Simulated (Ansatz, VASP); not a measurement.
**One calculation of Pt, two programs**

Contents of POSCAR:

```
Pt
1.0
   -1.5518799051      1.5518799051      1.5518799051
    1.5518799051     -1.5518799051      1.5518799051
    1.5518799051      1.5518799051     -1.5518799051
Pt
1
Direct
    0.0000000000      0.0000000000      0.0000000000
```

INCAR.step1

```
ALGO = Normal
EDIFF = 1E-5
ENCUT = 520
GGA = PE
ISIF = 2
ISMEAR = -1
LASPH = True
LREAL = False
LWAVE = True
NBANDS = 11
NELM = 80
PREC = Accurate
SIGMA = 0.05
```

Contents of INCAR.step2:

```
ALGO = Normal
EDIFF = 1E-7
ENCUT = 520
GGA = PE
HFSCREEN = 0.2079
ISIF = 2
ISMEAR = -1
ISTART = 1
LASPH = True
LCHARG = True
LELF = True
LHFCALC = True
LREAL = False
LVHAR = True
LWAVE = False
NBANDS = 11
NELM = 80
PREC = Accurate
PRECFOCK = Normal
SIGMA = 0.05
```

Contents of KPOINTS:

```
k-points
0
Gamma
  8 8 8
```

File input:

```
crystal:
  lattice:
    - [-1.5518799051, 1.5518799051, 1.5518799051]
    - [1.5518799051, -1.5518799051, 1.5518799051]
    - [1.5518799051, 1.5518799051, -1.5518799051]
  atoms:
    - { symbol: Pt, position: [0.0, 0.0, 0.0] }
hamiltonian:
  xc: hse06
  pseudopotentials: { kind: paw }
kpoints:
  mp_grid: { grid: [8, 8, 8] }
scf:
  occupations: { method: fermi_dirac, width: 0.05 }
output:
  forces: true
  stress: true
  eigenvalues: true
  write_density: true
  write_potential: true
  elf: true
  volumetric_format: npy
```

Alike in both runs: task single point; functional HSE06; k mesh 8 × 8 × 8; occupations fermi-dirac, width 0.05 eV; no spin polarisation.

|  | VASP | Ansatz |
| --- | --- | --- |
| version | VASP 6.6.1 | Ansatz 0.2.0 |
| potentials or method | VASP PAW PBE potentials, release 64 (Pt) | Ansatz PAW |
| plane-wave cutoff (eV) | 520 | 420 |
| valence electrons in the cell | 10 | 18 |

Ansatz gave:

* gap on the k mesh at the Fermi level (eV): none
* pressure (GPa): 8.5

Q: What did VASP give for the same quantities?

A: gap on the k mesh at the Fermi level (eV): none; pressure (GPa): 8.8.

A gap of «none» marks a metal or a gap that the smearing closes. With one functional, cell and mesh, what is left measures potentials, basis and numerics. VASP's potentials hold 10 valence electrons a cell and Ansatz's 18, so a difference there can come from the potentials and not from the codes.

Spin-orbit coupling is off throughout.
